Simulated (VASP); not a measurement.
# Se (P6_3/mmc) in VASP: a series of runs, part 2 of 2

VASP 6.6.1. The steps go on from the part before.

## Step 3: Single point, PBEsol (9.44 Å³/atom)

The input, INCAR:

```
SYSTEM = Se
PREC = Accurate ; ENCUT = 520
EDIFF = 1E-7 ; ISMEAR = -1
SIGMA = 0.1 ; LREAL = .False.
LASPH = .True. ; NELM = 100
ALGO = Normal ; ISIF = 2
LWAVE = .False. ; LCHARG = .False.
GGA = PS ; NBANDS = 13
```

The input, KPOINTS:

```
Automatic mesh
0
Gamma
  14 14 8
  0 0 0
```

The input, POSCAR:

```
Se
1.0
    2.4237043410      0.0000000000      0.0000000000
   -1.2118521705      2.0989895305      0.0000000000
    0.0000000000      0.0000000000      3.7125291197
Se
2
Direct
    0.3333333333      0.6666666667      0.2500000000
    0.6666666667      0.3333333333      0.7500000000
```

Potentials or basis: VASP PAW PBE potentials, release 64 (Se).

Run with:

```bash
$ cat potpaw_PBE.64/Se/POTCAR > POTCAR
$ mpirun -np 1 vasp_std > vasp.out
```

Run time: 12 s. Hardware: 1 thread of AMD EPYC 9R45 (Zen 5), shared host; peak memory 0.11 GiB.

Results (log left out):

| Item | Value |
| --- | --- |
| Free energy | 2.8016 eV |
| Pressure | 292.2 GPa |
| Band gap on the k mesh | zero (bands 6 and 7 overlap by 11.81 eV) |

Stress tensor (GPa, compression positive):
```
291.67   0.00   0.00
  0.00 291.67   0.00
  0.00   0.00 293.13
```

Levels at points of the mesh, in eV from the Fermi level:
| k point | band 2 | band 3 | band 4 | band 5 | band 6 | band 7 | band 8 | band 9 | band 10 | band 11 |
| --- | --- | --- | --- | --- | --- | --- | --- | --- | --- | --- |
| (0.00, 0.00, 0.00) | -16.06 | -15.48 | 3.55 | 3.55 | 6.99 | 6.99 | 10.61 | 11.51 | 11.91 | 14.46 |
| (0.50, 0.00, 0.00) | -17.40 | -8.38 | -7.89 | -7.66 | -4.90 | -3.22 | 2.24 | 5.57 | 10.63 | 11.18 |
| (0.00, 0.00, 0.50) | -24.08 | -2.27 | -2.27 | 5.71 | 5.71 | 5.71 | 5.71 | 11.79 | 11.79 | 11.79 |
| (0.50, 0.00, 0.50) | -16.32 | -14.55 | -14.55 | -0.39 | -0.39 | 2.44 | 2.44 | 5.96 | 5.96 | 9.39 |

Caveat: the cell stands under pressure; the PAW data sets were made with another functional, which shifts forces and pressure a little.

## Step 4: Single point, PBEsol

This run uses another cell than the first one, of 10.91 Å³/atom.

The input, INCAR:

```
SYSTEM = Se
  PREC = Accurate
  ENCUT = 520
  EDIFF = 1E-6
  ISMEAR = -1
  SIGMA = 0.1
  LREAL = .False.
  LASPH = .True.
  NELM = 60
  ALGO = Normal
  ISIF = 2
  LWAVE = .False.
  LCHARG = .False.
  GGA = PS
  NBANDS = 13
```

The input, KPOINTS:

```
regular mesh
0
Gamma
  14 14 8
  0 0 0
```

The input, POSCAR:

```
Se
1.0
    2.5546558520      0.0000000000      0.0000000000
   -1.2773279260      2.2123968658      0.0000000000
    0.0000000000      0.0000000000      3.8614923103
Se
2
Direct
    0.3333333333      0.6666666667      0.2500000000
    0.6666666667      0.3333333333      0.7500000000
```

Potentials or basis: VASP PAW PBE potentials, release 64 (Se).

Run with:

```bash
$ cat potpaw_PBE.64/Se/POTCAR > POTCAR
$ mpirun -np 1 vasp_std > vasp.out
```

OUTCAR:

```text
SYSTEM = Se
   PREC = Accurate
   ENCUT = 520
   EDIFF = 1E-6
   ISMEAR = -1
   LREAL = .False.
   LASPH = .True.
   NELM = 60
   ISIF = 2
   GGA = PS

 ion  position               nearest neighbor table
   1  0.333  0.667  0.250-   2 2.43   2 2.43   2 2.43   2 2.43   2 2.43   2 2.43
   2  0.667  0.333  0.750-   1 2.43   1 2.43   1 2.43   1 2.43   1 2.43   1 2.43

  LATTYP: Found a hexagonal cell.
 ALAT       =     2.5546558520
 C/A-ratio  =     1.5115508836

  Lattice vectors:
[... 563 lines left out ...]
      6      10.4564      2.00000
      7      11.3364      2.00000
      8      12.4657      2.00000
      9      17.4233      0.00000
     10      29.6004      0.00000
     11      33.3743      0.00000
     12      33.4456      0.00000
     13      36.9767      0.00000

 [... further k-points ...]
[... 5 lines left out ...]
  --------------------------------------------------------------------------------------
  -------------------------------------------------------------------------------------
  Total       23.2066484     23.2066484     23.3196226      0.0000000      0.0000000      0.0000000
  in kB     1703.6186784   1703.6186784   1711.9122060      0.0000000      0.0000000      0.0000000
  external PRESSURE =    1706.3831876 kB  Pullay stress =       0.0000000 kB

 VOLUME and BASIS-vectors are now :
 -----------------------------------------------------------------------------
  energy-cutoff  :      520.00
  volume of cell :       21.82
      direct lattice vectors                 reciprocal lattice vectors
     2.554655852  0.000000000  0.000000000     0.391442158  0.225999235  0.000000000
    -1.277327926  2.212396866  0.000000000     0.000000000  0.451998471  0.000000000
     0.000000000  0.000000000  3.861492310     0.000000000  0.000000000  0.258967238

 POSITION                                       TOTAL-FORCE (eV/Angst)
 -----------------------------------------------------------------------------------
     -0.00000      1.47493      0.96537         0.000000      0.000000      0.000000
      1.27733      0.73747      2.89612        -0.000000     -0.000000      0.000000
 -----------------------------------------------------------------------------------
    total drift:                               -0.000000      0.000000      0.000000

  FREE ENERGIE OF THE ION-ELECTRON SYSTEM (eV)
  ---------------------------------------------------
  free  energy   TOTEN  =        -1.3326162341 eV

  energy  without entropy=       -1.3157006689  energy(sigma->0) =       -1.32415845
```

OSZICAR:

```text
N       E                     dE             d eps       ncg     rms          rms(c)
DAV:   1     0.511405645807E+02    0.51141E+02   -0.59551E+03  3120   0.859E+02
DAV:   2     0.395054430352E+00   -0.50746E+02   -0.47687E+02  4295   0.156E+02
DAV:   3    -0.139185880340E+01   -0.17869E+01   -0.17784E+01  4044   0.288E+01
DAV:   4    -0.139535233036E+01   -0.34935E-02   -0.34933E-02  3667   0.142E+00
DAV:   5    -0.139535496260E+01   -0.26322E-05   -0.26329E-05  3935   0.400E-02    0.159E+01
DAV:   6    -0.135453987902E+01    0.40815E-01   -0.34098E-03  3558   0.422E-01    0.959E+00
DAV:   7    -0.133269762901E+01    0.21842E-01   -0.64929E-03  3450   0.615E-01    0.840E-02
DAV:   8    -0.133262572478E+01    0.71904E-04   -0.92325E-05  3983   0.663E-02    0.325E-02
DAV:   9    -0.133261686735E+01    0.88574E-05   -0.15919E-05  3650   0.244E-02    0.713E-03
DAV:  10    -0.133261623406E+01    0.63329E-06   -0.22737E-07  2465   0.400E-03
   1 F= -.13326162E+01 E0= -.13241585E+01  d E =-.169156E-01
```

stdout:

```text
POSCAR found type information on POSCAR Se
 POSCAR found :  1 types and       2 ions
 scaLAPACK will be used
 -----------------------------------------------------------------------------
|                                                                             |
|                                                                             |
|     You enforced a specific xc type in the INCAR file but a different       |
|     I HOPE YOU KNOW WHAT YOU ARE DOING!                                     |
|                                                                             |
 -----------------------------------------------------------------------------

 LDA part: xc-table for (Slater+PW92), standard interpolation
 POSCAR, INCAR and KPOINTS ok, starting setup
 FFT: planning ... GRIDC
 FFT: planning ... GRID_SOFT
 FFT: planning ... GRID
 WAVECAR not read
 entering main loop
```

Run time: 13 s. Hardware: 1 thread of AMD EPYC 9R45 (Zen 5), shared host; peak memory 0.12 GiB.

What came out:

| Property | Result |
| --- | --- |
| Free energy | -1.3326 eV |
| Pressure | 170.6 GPa |
| Band gap on the k mesh | zero (bands 6 and 7 overlap by 9.96 eV) |

Caveat: the cell stands under pressure; the PAW data sets were made with another functional, which shifts forces and pressure a little.
